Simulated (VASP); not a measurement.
CdPtC6N6:

```
Cd Pt C N
1.0
     0.00000    5.41704    5.41704
     5.41704    0.00000    5.41704
     5.41704    5.41704    0.00000
Cd Pt C N
1 1 6 6
Cartesian
  5.4170 5.4170 5.4170
  0.0000 0.0000 0.0000
  5.4170 5.4170 2.0162
  5.4170 5.4170 8.8179
  2.0162 5.4170 5.4170
  8.8179 5.4170 5.4170
  5.4170 2.0162 5.4170
  5.4170 8.8179 5.4170
  5.4170 5.4170 3.0953
  5.4170 5.4170 7.7388
  3.0953 5.4170 5.4170
  7.7388 5.4170 5.4170
  5.4170 3.0953 5.4170
  5.4170 7.7388 5.4170
```

```yaml
Program: VASP 6.6.1
Task: relaxation of cell and atoms
Functional: LDA
Potentials_or_basis: VASP PAW LDA potentials, release 64 (Cd, Pt, C, N)
Cutoff: 600 eV
k_mesh: 4 × 4 × 4
Occupations: gaussian, width 0.0783 eV
Spin: no spin polarisation
```

At the start: pressure 10.8 GPa; volume 22.71 Å³/atom.

Task: How do energy, volume and symmetry change on relaxing?

Result: Over 15 steps the energy falls by 182.4 meV/atom and the volume is 22.76 Å³/atom (+0.2 %); space group Fm-3m (No. 225, to 0.05 Å).

Step by step:
| step | energy change (eV) | largest force (eV/Å) | pressure (GPa) | volume (Å³) |
| --- | --- | --- | --- | --- |
| 1 | 0.0000 | 12.3737 | 10.85 | 317.92 |
| 2 | 94.8556 | 31.7646 | 39.52 | 394.05 |
| 3 | 40.6687 | 19.8470 | -3.88 | 351.13 |
| 4 | 9.9663 | 15.8474 | -12.06 | 332.04 |
| 5 | 0.1313 | 9.2767 | -7.89 | 324.26 |
| 6 | -1.8292 | 5.3004 | -4.47 | 321.59 |
| 7 | -2.5465 | 0.3780 | -0.03 | 319.10 |
| 8 | -2.5479 | 0.1576 | 0.17 | 319.00 |
| 9 | -2.5479 | 0.1226 | 0.22 | 318.98 |
| 10 | -2.5518 | 0.0475 | -0.16 | 320.06 |
| 11 | -2.5518 | 0.0460 | -0.17 | 320.08 |
| 12 | -2.5527 | 0.1006 | -0.17 | 319.36 |
| 13 | -2.5527 | 0.1215 | -0.16 | 319.21 |
| 14 | -2.5529 | 0.0889 | -0.11 | 319.03 |
| 15 | -2.5531 | 0.0099 | 0.01 | 318.60 |

Final structure:
```
CELL_PARAMETERS angstrom
0.00000 5.42090 5.42090
5.42090 0.00000 5.42090
5.42090 5.42090 0.00000
ATOMIC_POSITIONS crystal
Cd 0.50000 0.50000 0.50000
Pt 0.00000 0.00000 0.00000
C 0.18330 0.18330 0.81670
C 0.81670 0.81670 0.18330
C 0.81670 0.18330 0.18330
C 0.18330 0.81670 0.81670
C 0.18330 0.81670 0.18330
C 0.81670 0.18330 0.81670
N 0.28984 0.28984 0.71016
N 0.71016 0.71016 0.28984
N 0.71016 0.28984 0.28984
N 0.28984 0.71016 0.71016
N 0.28984 0.71016 0.28984
N 0.71016 0.28984 0.71016
```
